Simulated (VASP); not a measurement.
# SiC (F-43m) in VASP: notebook

SiC is run at these levels: PBE; tasks: single point.

Everything below comes from runs of VASP 6.6.1. Logs are shortened: lines on timing, memory, paths and dates and some standing lists are left out, and cuts for length are marked.

### Step 1. The cell of the first run

Symmetry: F-43m, No. 216, cubic system. Conventional cell: a = 4.358 Å, b = 4.358 Å, c = 4.358 Å, α = 90.00°, β = 90.00°, γ = 90.00°. Within 2.5 Å of Si (site symmetry -43m) lie 4 C at 1.89 Å. C (site symmetry -43m) has 4 Si at 1.89 Å within 2.5 Å.

### Step 2. Single point, PBE

Contents of INCAR:

```
PREC = Accurate
ENCUT = 520
EDIFF = 1E-7
ISMEAR = 0
SIGMA = 0.05
LREAL = F
LASPH = T
NELM = 100
ALGO = Normal
ISIF = 2
LWAVE = F
LCHARG = T
GGA = PE
LELF = T
LVHAR = T
NBANDS = 11
```

Contents of KPOINTS:

```
regular mesh
0
Gamma
  16 16 16
```

Contents of POSCAR:

```
SiC
1.0
    0.0000000000      2.1790000000      2.1790000000
    2.1790000000      0.0000000000      2.1790000000
    2.1790000000      2.1790000000      0.0000000000
Si C
1 1
Direct
    0.0000000000      0.0000000000      0.0000000000
    0.7500000000      0.7500000000      0.7500000000
```

Potentials or basis: VASP PAW PBE potentials, release 64 (Si, C).

Launch:

```
$ cat potpaw_PBE.64/Si/POTCAR potpaw_PBE.64/C/POTCAR > POTCAR
$ mpirun -np 1 vasp_std > vasp.out
```

OUTCAR:

```text
PREC = Accurate
   ENCUT = 520
   EDIFF = 1E-7
   ISMEAR = 0
   LREAL = F
   LASPH = T
   NELM = 100
   ISIF = 2
   GGA = PE

 ion  position               nearest neighbor table
   1  0.000  0.000  0.000-   2 1.89   2 1.89   2 1.89   2 1.89
   2  0.750  0.750  0.750-   1 1.89   1 1.89   1 1.89   1 1.89

  LATTYP: Found a face centered cubic cell.
 ALAT       =     4.3580000000

  Lattice vectors:

 A1 = (   0.0000000000,   2.1790000000,   2.1790000000)
 A2 = (   2.1790000000,   0.0000000000,   2.1790000000)
 A3 = (   2.1790000000,   2.1790000000,   0.0000000000)

Analysis of symmetry for initial positions (statically):
=====================================================================
 Subroutine PRICEL returns:
 Original cell was already a primitive cell.

 Routine SETGRP: Setting up the symmetry group for a
 face centered cubic supercell.

 Subroutine GETGRP returns: Found 24 space group operations
 (whereof 24 operations were pure point group operations)
 out of a pool of 48 trial point group operations.

The static configuration has the point symmetry T_d .

Analysis of symmetry for dynamics (positions and initial velocities):
=====================================================================
 Subroutine PRICEL returns:
 Original cell was already a primitive cell.

 Routine SETGRP: Setting up the symmetry group for a
 face centered cubic supercell.

 Subroutine GETGRP returns: Found 24 space group operations
 (whereof 24 operations were pure point group operations)
 out of a pool of 48 trial point group operations.

The dynamic configuration has the point symmetry T_d .

 Subroutine INISYM returns: Found 24 space group operations
 (whereof 24 operations are pure point group operations),
 and found     1 'primitive' translations

----------------------------------------------------------------------------------------

                                     Primitive cell

  volume of cell :      20.6920

  direct lattice vectors                    reciprocal lattice vectors
     0.000000000  2.179000000  2.179000000    -0.229463056  0.229463056  0.229463056
     2.179000000  0.000000000  2.179000000     0.229463056 -0.229463056  0.229463056
     2.179000000  2.179000000  0.000000000     0.229463056  0.229463056 -0.229463056

  length of vectors
     3.081571352  3.081571352  3.081571352     0.397441672  0.397441672  0.397441672

  position of ions in fractional coordinates (direct lattice)
     0.000000000  0.000000000  0.000000000
     0.750000000  0.750000000  0.750000000

  ion indices of the primitive-cell ions
   primitive index   ion index
                 1           1
                 2           2

----------------------------------------------------------------------------------------

 KPOINTS: regular mesh

Automatic generation of k-mesh.
 Grid dimensions read from file:
 generate k-points for:   16   16   16

 Generating k-lattice:

  Cartesian coordinates                     Fractional coordinates (reciprocal lattice)
    -0.014341441  0.014341441  0.014341441     0.062500000  0.000000000  0.000000000
     0.014341441 -0.014341441  0.014341441     0.000000000  0.062500000  0.000000000
     0.014341441  0.014341441 -0.014341441     0.000000000  0.000000000  0.062500000

  Length of vectors
     0.024840105  0.024840105  0.024840105

  Shift w.r.t. Gamma in fractional coordinates (k-lattice)
     0.000000000  0.000000000  0.000000000

 Subroutine IBZKPT returns following result:
 ===========================================

 Found    145 irreducible k-points:

 Following reciprocal coordinates:
            Coordinates               Weight
  0.000000  0.000000  0.000000      1.000000
  0.062500  0.000000  0.000000      8.000000
  0.125000  0.000000  0.000000      8.000000
  0.187500  0.000000  0.000000      8.000000
  0.250000  0.000000  0.000000      8.000000
  0.312500  0.000000  0.000000      8.000000
[... 16 lines left out ...]
 -0.125000  0.062500  0.000000     24.000000
 -0.062500  0.062500  0.000000     12.000000
 [... further k-points ...]
   k-points           NKPTS =    145   k-points in BZ     NKDIM =    145   number of bands    NBANDS=     11
   number of dos      NEDOS =    301   number of ions     NIONS =      2
   total plane-waves  NPLWV =  13824
   dimension x,y,z NGX =    24 NGY =   24 NGZ =   24
   dimension x,y,z NGXF=    48 NGYF=   48 NGZF=   48
   ions per type =               1   1
   NGX,Y,Z   is equivalent  to a cutoff of  12.95, 12.95, 12.95 a.u.
   NGXF,Y,Z  is equivalent  to a cutoff of  25.90, 25.90, 25.90 a.u.
 SYSTEM =  unknown system
   PREC   = accura    normal or accurate (medium, high low for compatibility)
   ISTART =      0    job   : 0-new  1-cont  2-samecut
   ICHARG =      2    charge: 1-file 2-atom 10-const
   ISPIN  =      1    spin polarized calculation?
   LNONCOLLINEAR =      F non collinear calculations
   LSORBIT =      F    spin-orbit coupling
   LASPH  =      T    aspherical Exc in radial PAW
   ENCUT  =  520.0 eV  38.22 Ry    6.18 a.u.   5.73  5.73  5.73*2*pi/ulx,y,z
   NELM   =    100;   NELMIN=  2; NELMDL= -5     # of ELM steps
   EDIFF  = 0.1E-06   stopping-criterion for ELM
   LREAL  =      F    real-space projection
   EDIFFG = 0.1E-05   stopping-criterion for IOM
   NSW    =      0    number of steps for IOM
   IBRION =     -1    ionic relax: 0-MD 1-quasi-New 2-CG
   NFREE  =      0    steps in history (QN), initial steepest desc. (CG)
   ISIF   =      2    stress and relaxation
   ISYM   =      2    0-nonsym 1-usesym 2-fastsym
   POTIM  = 0.5000    time-step for ionic-motion
   TEBEG  =    0.0;   TEEND  =   0.0 temperature during run
   PSTRESS=    0.0 pullay stress
   NELECT =       8.0000    total number of electrons
   NUPDOWN=      -1.0000    fix difference up-down
   EMIN   =  10.00;   EMAX   =-10.00  energy-range for DOS
   EFERMI =   0.00;   METHOD = LEGACY
   ISMEAR =     0;   SIGMA  =   0.05  broadening in eV -4-tet -1-fermi 0-gaus
   EFERMI_NEDOS =   21; number of points for ismear=-14 and -15
   IALGO  =     38    algorithm
   IMIX   =      4    mixing-type and parameters
     AMIX     =   0.40;   BMIX     =  1.00
     AMIX_MAG =   1.60;   BMIX_MAG =  1.00
  volume/ion in A,a.u.               =      10.35        69.82
  Fermi-wavevector in a.u.,A,eV,Ry     =   1.192626  2.253736 19.352338  1.422357
  Thomas-Fermi vector in A             =   2.328660
   LORBIT       =      0    0 simple, 1 ext, 2 COOP (PROOUT), +10 PAW based schemes
   GGA     = PE    functional components
   LHFCALC =     F    Hartree Fock is set to
   AEXX    =    0.0000 exact exchange contribution
   IVDW    =     0    specifies the selected vdW correction
   LEPSILON=     F    determine dielectric tensor
   LRPA    =     F    only Hartree local field effects (RPA)
 non-spin polarized calculation
 Gauss-broadening in eV      SIGMA  =   0.05
  energy-cutoff  :      520.00
  volume of cell :       20.69
 maximum number of plane-waves:       568
   NGX = 11   NGY = 11   NGZ = 11

 number of electron       8.0000001 magnetization

 Free energy of the ion-electron system (eV)
  ---------------------------------------------------
  ext. energy  EPLUGINS =         0.00000000
  ---------------------------------------------------
  free energy    TOTEN  =       -15.05786534 eV

  energy without entropy =      -15.05786534  energy(sigma->0) =      -15.05786534

 E-fermi :   8.3675     XC(G=0): -11.3562

 val. band max:        8.1067607915   @ k =   0.0000   0.0000   0.0000
 cond. band min:       9.4638807361   @ k =   0.5000   0.5000   0.0000
 fundamental gap:      1.3571199447
 Fermi energy:         8.3675255610

 k-point     1 :       0.0000    0.0000    0.0000
  band No.  band energies     occupation
      1      -7.2964      2.00000
      2       8.1068      2.00000
      3       8.1068      2.00000
      4       8.1068      2.00000
      5      14.3408      0.00000
      6      15.4143      0.00000
      7      15.4143      0.00000
      8      15.4143      0.00000
      9      22.6135      0.00000
     10      22.6135      0.00000
     11      24.5877      0.00000

 k-point     2 :       0.0625    0.0000    0.0000
  band No.  band energies     occupation
      1      -7.2200      2.00000
      2       7.6811      2.00000
      3       8.0522      2.00000
      4       8.0522      2.00000
      5      14.5154      0.00000
      6      15.4743      0.00000
      7      15.5171      0.00000
      8      15.5171      0.00000
      9      22.1284      0.00000
     10      22.1284      0.00000
     11      24.6081      0.00000

 k-point     3 :       0.1250    0.0000    0.0000
  band No.  band energies     occupation
      1      -6.9918      2.00000
      2       6.6232      2.00000
      3       7.9059      2.00000
      4       7.9059      2.00000
      5      14.5797      0.00000
      6      15.7658      0.00000
      7      15.7658      0.00000
      8      15.9404      0.00000
      9      21.3946      0.00000
     10      21.3946      0.00000
     11      24.1666      0.00000

 k-point     4 :       0.1875    0.0000    0.0000
  band No.  band energies     occupation
      1      -6.6159      2.00000
      2       5.2665      2.00000
      3       7.7082      2.00000
      4       7.7082      2.00000
      5      14.3655      0.00000
      6      15.9924      0.00000
      7      15.9924      0.00000
      8      16.7309      0.00000
      9      21.0122      0.00000
     10      21.0122      0.00000
     11      23.5972      0.00000

 k-point     5 :       0.2500    0.0000    0.0000
  band No.  band energies     occupation
      1      -6.1009      2.00000
      2       3.8156      2.00000
      3       7.5011      2.00000
      4       7.5011      2.00000
      5      14.0967      0.00000
      6      16.0156      0.00000
      7      16.0156      0.00000
      8      17.4597      0.00000
      9      21.2251      0.00000
     10      21.2251      0.00000
     11      23.2485      0.00000
[... 211 lines left out ...]
 k-point    21 :      -0.2500    0.0625    0.0000
  band No.  band energies     occupation
      1      -5.8358      2.00000
      2       3.3622      2.00000
      3       6.8715      2.00000
      4       7.6131      2.00000
      5      14.2519      0.00000
      6      15.8807      0.00000
      7      15.9831      0.00000
      8      17.6090      0.00000
      9      20.5562      0.00000
     10      22.2093      0.00000
     11      23.9165      0.00000

 k-point    22 :      -0.1875    0.0625    0.0000
  band No.  band energies     occupation
      1      -6.3928      2.00000
      2       4.7888      2.00000
      3       7.0874      2.00000
      4       7.8288      2.00000
      5      14.5123      0.00000
      6      15.8918      0.00000
      7      16.0067      0.00000
      8      17.0505      0.00000
      9      20.1800      0.00000
     10      21.6914      0.00000
     11      24.1557      0.00000

 k-point    23 :      -0.1250    0.0625    0.0000
  band No.  band energies     occupation
      1      -6.8154      2.00000
      2       6.1398      2.00000
      3       7.3609      2.00000
      4       7.9999      2.00000
      5      14.7551      0.00000
      6      15.6108      0.00000
      7      15.7230      0.00000
      8      16.5788      0.00000
      9      20.4412      0.00000
     10      21.6475      0.00000
     11      24.6941      0.00000

 k-point    24 :      -0.0625    0.0625    0.0000
  band No.  band energies     occupation
      1      -7.0929      2.00000
      2       7.1967      2.00000
      3       7.7006      2.00000
      4       8.0841      2.00000
      5      14.7283      0.00000
      6      15.3594      0.00000
      7      15.5407      0.00000
      8      16.0313      0.00000
      9      21.1808      0.00000
     10      22.0316      0.00000
     11      24.9793      0.00000

 [... further k-points ...]
[... 5 lines left out ...]
  --------------------------------------------------------------------------------------
  -------------------------------------------------------------------------------------
  Total        0.4145599      0.4145599      0.4145599     -0.0000000      0.0000000     -0.0000000
  in kB       32.0993454     32.0993454     32.0993454     -0.0000000      0.0000000     -0.0000000
  external PRESSURE =      32.0993454 kB  Pullay stress =       0.0000000 kB

 VOLUME and BASIS-vectors are now :
 -----------------------------------------------------------------------------
  energy-cutoff  :      520.00
  volume of cell :       20.69
      direct lattice vectors                 reciprocal lattice vectors
     0.000000000  2.179000000  2.179000000    -0.229463056  0.229463056  0.229463056
     2.179000000  0.000000000  2.179000000     0.229463056 -0.229463056  0.229463056
     2.179000000  2.179000000  0.000000000     0.229463056  0.229463056 -0.229463056

 POSITION                                       TOTAL-FORCE (eV/Angst)
 -----------------------------------------------------------------------------------
      0.00000      0.00000      0.00000        -0.000000      0.000000      0.000000
      3.26850      3.26850      3.26850         0.000000     -0.000000     -0.000000
 -----------------------------------------------------------------------------------
    total drift:                               -0.000000     -0.000000     -0.000000

  FREE ENERGIE OF THE ION-ELECTRON SYSTEM (eV)
  ---------------------------------------------------
  free  energy   TOTEN  =       -15.0578653384 eV

  energy  without entropy=      -15.0578653384  energy(sigma->0) =      -15.05786534
```

Wall time 18 s (1 thread of Intel Xeon Platinum 8488C (Sapphire Rapids), shared host); peak memory 0.15 GiB.

Results:

```
Free energy            : -15.0579 eV
Pressure               : 3.2 GPa
Band gap on the k mesh : 1.36 eV, indirect (least direct gap 4.54 eV)
```

A k mesh can miss the band edges. As with any semilocal functional, this PBE gap is likely too small.

### Step 3. Single point, PBE, non-collinear spin, zero start, spin-orbit coupling

Contents of INCAR:

```
PREC     = Accurate       # precision mode
ENCUT    = 520            # plane-wave cutoff, eV
EDIFF    = 1E-6           # SCF threshold, eV
ISMEAR   = 0              # smearing method
SIGMA    = 0.05           # smearing width, eV
LREAL    = False          # projectors in reciprocal space
LASPH    = True           # aspherical terms in the spheres
NELM     = 150            # most SCF steps
ALGO     = Normal         # electronic algorithm
ISIF     = 2              # what is computed and relaxed
LWAVE    = False          # write WAVECAR
LCHARG   = False          # write CHGCAR
LNONCOLLINEAR= True           # non-collinear magnetism
MAGMOM   = 0 0 0 0 0 0    # initial moments
LORBIT   = 11             # projections on sites
LSORBIT  = True           # spin-orbit coupling
GGA_COMPAT= False        
LORBMOM  = True         
GGA      = PE             # functional
NBANDS   = 20             # bands
```

Contents of KPOINTS:

```
Automatic mesh
0
Gamma
  16 16 16
```

POSCAR is that of step 2.

Potentials or basis: VASP PAW PBE potentials, release 64 (Si, C).

Launch:

```
$ cat potpaw_PBE.64/Si/POTCAR potpaw_PBE.64/C/POTCAR > POTCAR
$ mpirun -np 1 vasp_ncl > vasp.out
```

It took 2.6 min on 1 thread of Intel Xeon Platinum 8375C at 2.90GHz (Ice Lake), shared host; peak memory 0.29 GiB.

Results (log left out):

```
Free energy                                           : -15.0580 eV
Pressure                                              : 3.2 GPa
Net moment                                            : 0.00 μB per cell
Valence electrons inside the program's atomic spheres : Si 1.68; C 2.55
```

Moments on the atoms (μB; x, y, z):
```
Si  0.00 0.00 0.00
C   0.00 0.00 0.00
```
